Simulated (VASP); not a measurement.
# Ga (P6/mmm) in VASP: a series of runs

Ga is run at these levels: PBE; tasks: relaxation of cell and atoms, single point.

All numbers are computed with VASP 6.6.1; they aren't measurements. Logs are shortened: lines on timing, memory, paths and dates and some standing lists are left out, and cuts for length are marked.

## 1. The cell of the first run

The structure is hexagonal, space group P6/mmm (No. 191). The conventional cell has a = 4.732 Å, b = 4.732 Å, c = 2.934 Å, α = 90.00°, β = 90.00°, γ = 120.00°. Within 3.9 Å of Ga (site symmetry 6/mmm) lie 14 Ga at 2.93 to 3.10 Å. Within 3.6 Å of Ga (site symmetry -6m2) lie 11 Ga at 2.73 to 3.10 Å.

This isn't the form of Ga at room conditions, which is orthorhombic.

## 2. Relaxation of cell and atoms, PBE, target pressure 0.71 GPa, at which the enthalpy is minimised

INCAR

```
SYSTEM = Ga
PREC = Accurate ; ENCUT = 600
EDIFF = 1E-7 ; ISMEAR = -1
SIGMA = 0.08 ; LREAL = .FALSE.
LASPH = .TRUE. ; NELM = 100
ALGO = Normal ; ISIF = 3
LWAVE = .FALSE. ; LCHARG = .FALSE.
GGA = PE ; IBRION = 2
NSW = 60 ; EDIFFG = -0.005
PSTRESS = 7.1
```

KPOINTS

```
regular mesh
0
G
  8 8 11
  0 0 0
```

POSCAR

```
Ga
1.0
    4.7319154990      0.0000000000      0.0000000000
   -2.3659577495      4.0979590307      0.0000000000
    0.0000000000      0.0000000000      2.9337876094
Ga
3
Direct
    0.0000000000      0.0000000000      0.0000000000
    0.3333333333      0.6666666667      0.5000000000
    0.6666666667      0.3333333333      0.5000000000
```

Potentials or basis: VASP PAW PBE potentials, release 64 (Ga_d).

On the command line:

```
> cat potpaw_PBE.64/Ga_d/POTCAR > POTCAR
> mpirun -np 1 vasp_std > vasp.out
```

OUTCAR:

```text
SYSTEM = Ga
   PREC = Accurate
   ENCUT = 600
   EDIFF = 1E-7
   ISMEAR = -1
   LREAL = .FALSE.
   LASPH = .TRUE.
   NELM = 100
   ISIF = 3
   GGA = PE
   IBRION = 2
   NSW = 60
   EDIFFG = -0.005
   PSTRESS = 7.1

 ion  position               nearest neighbor table
   1  0.000  0.000  0.000-
   2  0.333  0.667  0.500-   3 2.73   3 2.73   3 2.73
   3  0.667  0.333  0.500-   2 2.73   2 2.73   2 2.73

  LATTYP: Found a hexagonal cell.
 ALAT       =     4.7319154990
 C/A-ratio  =     0.6200000000

  Lattice vectors:

 A1 = (   4.7319154990,   0.0000000000,   0.0000000000)
 A2 = (  -2.3659577495,   4.0979590307,   0.0000000000)
 A3 = (   0.0000000000,   0.0000000000,   2.9337876094)

Analysis of symmetry for initial positions (statically):
=====================================================================
 Subroutine PRICEL returns:
 Original cell was already a primitive cell.

 Routine SETGRP: Setting up the symmetry group for a
 hexagonal supercell.

 Subroutine GETGRP returns: Found 24 space group operations
 (whereof 24 operations were pure point group operations)
 out of a pool of 24 trial point group operations.

The static configuration has the point symmetry D_6h.

Analysis of symmetry for dynamics (positions and initial velocities):
=====================================================================
 Subroutine PRICEL returns:
 Original cell was already a primitive cell.

 Routine SETGRP: Setting up the symmetry group for a
 hexagonal supercell.

 Subroutine GETGRP returns: Found 24 space group operations
 (whereof 24 operations were pure point group operations)
 out of a pool of 24 trial point group operations.

The dynamic configuration has the point symmetry D_6h.

 Subroutine INISYM returns: Found 24 space group operations
 (whereof 24 operations are pure point group operations),
 and found     1 'primitive' translations

----------------------------------------------------------------------------------------

                                     Primitive cell

  volume of cell :      56.8897

  direct lattice vectors                    reciprocal lattice vectors
     4.731915499  0.000000000  0.000000000     0.211330908  0.122011957  0.000000000
    -2.365957750  4.097959031  0.000000000     0.000000000  0.244023913  0.000000000
     0.000000000  0.000000000  2.933787609     0.000000000  0.000000000  0.340856304

  length of vectors
     4.731915499  4.731915499  2.933787609     0.244023913  0.244023913  0.340856304

  position of ions in fractional coordinates (direct lattice)
     0.000000000  0.000000000  0.000000000
     0.333333333  0.666666667  0.500000000
     0.666666667  0.333333333  0.500000000

  ion indices of the primitive-cell ions
   primitive index   ion index
                 1           1
                 2           2
                 3           3

----------------------------------------------------------------------------------------

 KPOINTS: regular mesh

Automatic generation of k-mesh.
 Grid dimensions read from file:
 generate k-points for:    8    8   11

 Generating k-lattice:

  Cartesian coordinates                     Fractional coordinates (reciprocal lattice)
     0.026416364  0.015251495  0.000000000     0.125000000 -0.000000000  0.000000000
     0.000000000  0.030502989  0.000000000     0.000000000  0.125000000  0.000000000
     0.000000000  0.000000000  0.030986937     0.000000000  0.000000000  0.090909091

  Length of vectors
     0.030502989  0.030502989  0.030986937

  Shift w.r.t. Gamma in fractional coordinates (k-lattice)
     0.000000000  0.000000000  0.000000000

 Subroutine IBZKPT returns following result:
 ===========================================

 Found     60 irreducible k-points:

 Following reciprocal coordinates:
            Coordinates               Weight
  0.000000  0.000000  0.000000      1.000000
  0.125000  0.000000  0.000000      6.000000
  0.250000  0.000000  0.000000      6.000000
  0.375000 -0.000000  0.000000      6.000000
  0.500000  0.000000  0.000000      3.000000
  0.125000  0.125000  0.000000      6.000000
[... 16 lines left out ...]
  0.250000  0.000000  0.181818     12.000000
  0.375000 -0.000000  0.181818     12.000000
 [... further k-points ...]
   k-points           NKPTS =     60   k-points in BZ     NKDIM =     60   number of bands    NBANDS=     23
   number of dos      NEDOS =    301   number of ions     NIONS =      3
   total plane-waves  NPLWV =  38400
   dimension x,y,z NGX =    40 NGY =   40 NGZ =   24
   dimension x,y,z NGXF=    80 NGYF=   80 NGZF=   48
   ions per type =               3
   NGX,Y,Z   is equivalent  to a cutoff of  14.05, 14.05, 13.60 a.u.
   NGXF,Y,Z  is equivalent  to a cutoff of  28.11, 28.11, 27.20 a.u.
 SYSTEM =  Ga
   PREC   = accura    normal or accurate (medium, high low for compatibility)
   ISTART =      0    job   : 0-new  1-cont  2-samecut
   ICHARG =      2    charge: 1-file 2-atom 10-const
   ISPIN  =      1    spin polarized calculation?
   LNONCOLLINEAR =      F non collinear calculations
   LSORBIT =      F    spin-orbit coupling
   LASPH  =      T    aspherical Exc in radial PAW
   ENCUT  =  600.0 eV  44.10 Ry    6.64 a.u.   9.45  9.45  5.86*2*pi/ulx,y,z
   NELM   =    100;   NELMIN=  2; NELMDL= -5     # of ELM steps
   EDIFF  = 0.1E-06   stopping-criterion for ELM
   LREAL  =      F    real-space projection
   EDIFFG = -.5E-02   stopping-criterion for IOM
   NSW    =     60    number of steps for IOM
   IBRION =      2    ionic relax: 0-MD 1-quasi-New 2-CG
   NFREE  =      1    steps in history (QN), initial steepest desc. (CG)
   ISIF   =      3    stress and relaxation
   ISYM   =      2    0-nonsym 1-usesym 2-fastsym
   POTIM  = 0.5000    time-step for ionic-motion
   TEBEG  =    0.0;   TEEND  =   0.0 temperature during run
   PSTRESS=    7.1 pullay stress
   NELECT =      39.0000    total number of electrons
   NUPDOWN=      -1.0000    fix difference up-down
   EMIN   =  10.00;   EMAX   =-10.00  energy-range for DOS
   EFERMI =   0.00;   METHOD = LEGACY
   ISMEAR =    -1;   SIGMA  =   0.08  broadening in eV -4-tet -1-fermi 0-gaus
   EFERMI_NEDOS =   21; number of points for ismear=-14 and -15
   IALGO  =     38    algorithm
   IMIX   =      4    mixing-type and parameters
     AMIX     =   0.40;   BMIX     =  1.00
     AMIX_MAG =   1.60;   BMIX_MAG =  1.00
  volume/ion in A,a.u.               =      18.96       127.97
  Fermi-wavevector in a.u.,A,eV,Ry     =   1.443506  2.727831 28.350592  2.083710
  Thomas-Fermi vector in A             =   2.561906
   LORBIT       =      0    0 simple, 1 ext, 2 COOP (PROOUT), +10 PAW based schemes
   GGA     = PE    functional components
   LHFCALC =     F    Hartree Fock is set to
   AEXX    =    0.0000 exact exchange contribution
   IVDW    =     0    specifies the selected vdW correction
   LEPSILON=     F    determine dielectric tensor
   LRPA    =     F    only Hartree local field effects (RPA)
 conjugate gradient relaxation of ions
 non-spin polarized calculation
  energy-cutoff  :      600.00
  volume of cell :       56.89
 maximum number of plane-waves:      1921
 NGX is ok and might be reduce to    40
   NGX = 19   NGY = 19   NGZ = 11

--------------------------------------- Ionic step        1  -------------------------------------------

 number of electron      38.9999988 magnetization

 Free energy of the ion-electron system (eV)
  ---------------------------------------------------
  ext. energy  EPLUGINS =         0.00000000
  ---------------------------------------------------
  free energy    TOTEN  =        -8.58610674 eV

  energy without entropy =       -8.54923799  energy(sigma->0) =       -8.56767236

------------------------ aborting loop because EDIFF is reached ----------------------------------------

  FORCE on cell =-STRESS in cart. coord.  units (eV):
  Direction    XX          YY          ZZ          XY          YZ          ZX
  --------------------------------------------------------------------------------------
  -------------------------------------------------------------------------------------
  Total        0.1870261      0.1870261      0.4462937      0.0000000      0.0000000      0.0000000
  in kB        5.2671974      5.2671974     12.5689238      0.0000000      0.0000000      0.0000000
  external PRESSURE =       0.6011062 kB  Pullay stress =       7.1000000 kB

 VOLUME and BASIS-vectors are now :
 -----------------------------------------------------------------------------
  energy-cutoff  :      600.00
  volume of cell :       56.89
      direct lattice vectors                 reciprocal lattice vectors
     4.731915499  0.000000000  0.000000000     0.211330908  0.122011957  0.000000000
    -2.365957750  4.097959031  0.000000000     0.000000000  0.244023913  0.000000000
     0.000000000  0.000000000  2.933787609     0.000000000  0.000000000  0.340856304
[... 204 lines left out ...]
  FREE ENERGIE OF THE ION-ELECTRON SYSTEM (eV)
  ---------------------------------------------------
  free  energy   TOTEN  =        -8.5902920485 eV

  energy  without entropy=       -8.5595814120  energy(sigma->0) =       -8.57493673

  enthalpy is  TOTEN    =        -8.3380874625 eV   P V=        0.2522045859

--------------------------------------- Ionic step        7  -------------------------------------------

 number of electron      39.0000004 magnetization

 Free energy of the ion-electron system (eV)
  ---------------------------------------------------
  ext. energy  EPLUGINS =         0.00000000
  ---------------------------------------------------
  free energy    TOTEN  =        -8.59116195 eV

  energy without entropy =       -8.56005877  energy(sigma->0) =       -8.57561036

 E-fermi :   5.5444     XC(G=0): -10.9688

 val. band max:        5.5362111218   @ k =   0.2500   0.2500   0.0000
 cond. band min:       5.5794075628   @ k =   0.2500   0.1250   0.4545
 fundamental gap:      0.0431964409
 Fermi energy:         5.5443854396

 k-point     1 :       0.0000    0.0000    0.0000
  band No.  band energies     occupation
      1      -9.6099      2.00000
      2      -9.4415      2.00000
      3      -9.4415      2.00000
      4      -9.4289      2.00000
      5      -9.4050      2.00000
      6      -9.3753      2.00000
[... 15 lines left out ...]
     22       4.5046      2.00000
     23      10.3244      0.00000
[... 575 lines left out ...]
      1      -9.5634      2.00000
      2      -9.5342      2.00000
      3      -9.5076      2.00000
      4      -9.4511      2.00000
      5      -9.4377      2.00000
      6      -9.3895      2.00000
[... 15 lines left out ...]
     22       9.6439      0.00000
     23       9.6457      0.00000

 [... further k-points ...]

------------------------ aborting loop because EDIFF is reached ----------------------------------------

  FORCE on cell =-STRESS in cart. coord.  units (eV):
  Direction    XX          YY          ZZ          XY          YZ          ZX
  --------------------------------------------------------------------------------------
  -------------------------------------------------------------------------------------
  Total        0.2468505      0.2468505      0.2414361      0.0000000      0.0000000      0.0000000
  in kB        6.9285482      6.9285482      6.7765773      0.0000000      0.0000000      0.0000000
  external PRESSURE =      -0.2221087 kB  Pullay stress =       7.1000000 kB

 VOLUME and BASIS-vectors are now :
 -----------------------------------------------------------------------------
  energy-cutoff  :      600.00
  volume of cell :       57.08
      direct lattice vectors                 reciprocal lattice vectors
     4.683565396  0.000000000  0.000000000     0.213512552  0.123271529 -0.000000000
    -2.341782698  4.056086613 -0.000000000     0.000000000  0.246543059 -0.000000000
     0.000000000  0.000000000  3.004820329     0.000000000  0.000000000  0.332798600

 POSITION                                       TOTAL-FORCE (eV/Angst)
 -----------------------------------------------------------------------------------
     -0.00000      0.00000      0.00000         0.000000     -0.000000     -0.000000
     -0.00000      2.70406      1.50241        -0.000000     -0.000000      0.000000
      2.34178      1.35203      1.50241        -0.000000      0.000000     -0.000000
 -----------------------------------------------------------------------------------
    total drift:                               -0.000000      0.000000      0.000000

  FREE ENERGIE OF THE ION-ELECTRON SYSTEM (eV)
  ---------------------------------------------------
  free  energy   TOTEN  =        -8.5911619516 eV

  energy  without entropy=       -8.5600587697  energy(sigma->0) =       -8.57561036

  enthalpy is  TOTEN    =        -8.3382029818 eV   P V=        0.2529589699

 reached required accuracy - stopping structural energy minimisation
```

Wall time 2.7 min (1 thread of Intel Xeon 6975P-C (Granite Rapids), shared host); peak memory 0.24 GiB.

What came out:

```yaml
Free_energy: -8.5912 eV
Relaxed_volume: 19.03 Å³/atom
Relaxed_cell: a = 4.684 Å, b = 4.684 Å, c = 3.005 Å, α = 90.00°, β = 90.00°, γ = 120.00°
Space_group_after_relaxing_to_0.1_Å: P6/mmm (No. 191)
Energy_change_on_relaxing_the_run_minimises_the_enthalpy: -1.7 meV/atom
Ionic_steps: 7
Pressure_after_relaxing: 0.7 GPa
Band_gap_on_the_k_mesh: zero (an odd number of electrons rules out a gap without spin polarisation)
```

Step by step:
| step | energy change (eV) | largest force (eV/Å) | pressure (GPa) | volume (Å³) |
| --- | --- | --- | --- | --- |
| 1 | 0.0000 | 0.0000 | 0.77 | 56.89 |
| 2 | -0.0010 | 0.0000 | 0.75 | 56.95 |
| 3 | -0.0038 | 0.0000 | 0.64 | 57.12 |
| 4 | -0.0061 | 0.0000 | 0.43 | 57.44 |
| 5 | -0.0059 | 0.0000 | 0.52 | 57.32 |
| 6 | -0.0042 | 0.0000 | 0.89 | 56.91 |
| 7 | -0.0051 | 0.0000 | 0.69 | 57.08 |

Final structure:
```
Ga
1.0
     4.68357    0.00000    0.00000
    -2.34178    4.05609    0.00000
     0.00000    0.00000    3.00482
Ga
3
Direct
  0.00000 0.00000 0.00000
  0.33333 0.66667 0.50000
  0.66667 0.33333 0.50000
```

Levels at points of the mesh, in eV from the Fermi level:
```tsv
k point	band 17	band 18	band 19	band 20	band 21	band 22
(0.00, 0.00, 0.00)	-2.68	-2.39	-1.23	-1.23	-1.04	-1.04
(0.50, 0.00, 0.00)	-8.71	-4.26	-3.68	4.52	4.77	5.64
```

Caveat: the cell is relaxed towards a set pressure, so the run minimises the enthalpy, not the energy.

(Continued in part 2 of 2.)
